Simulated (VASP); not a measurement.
Set up this calculation in VASP 6.6.1, as the native input.

```
Task                   : single point
Functional             : PBE
Potentials or basis    : VASP PAW PBE potentials, release 64 (Be, Te)
Cutoff                 : 600 eV
k mesh                 : 6 × 6 × 6
Occupations            : gaussian, width 0.01 eV
Spin                   : no spin polarisation
Dipole correction      : no
Further INCAR settings : ALGO = Normal; EDIFF = 1e-06; NBANDS = 11
```

The structure of BeTe lies in POSCAR:

```
BeTe
1.0
    0.0000000000      2.7514088358      2.7514088358
    2.7514088358      0.0000000000      2.7514088358
    2.7514088358      2.7514088358      0.0000000000
Be Te
1 1
Direct
    0.0000000000      0.0000000000      0.0000000000
    0.2500000000      0.2500000000      0.2500000000
```

One way to write it, as run:

INCAR

```
PREC = Accurate
ENCUT = 600
EDIFF = 1E-6
ISMEAR = 0
SIGMA = 0.01
LREAL = F
LASPH = T
NELM = 120
ALGO = Normal
ISIF = 2
LWAVE = F
LCHARG = F
GGA = PE
NBANDS = 11
GGA_COMPAT = F
```

KPOINTS

```
regular mesh
0
Gamma
  6 6 6
```

Potentials or basis: VASP PAW PBE potentials, release 64 (Be, Te).

The run is started by

```sh
$ cat potpaw_PBE.64/Be/POTCAR potpaw_PBE.64/Te/POTCAR > POTCAR
$ mpirun -np 1 vasp_std > vasp.out
```

It gave:

```
Pressure               : 6.1 GPa
Band gap on the k mesh : 1.79 eV, indirect (least direct gap 3.54 eV)
```

Caveat: spin-orbit coupling is left out, which moves the levels of the heavy elements.

It took 15 s on 1 thread of Intel Xeon 8259CL, on a shared host, peak memory 0.17 GiB.
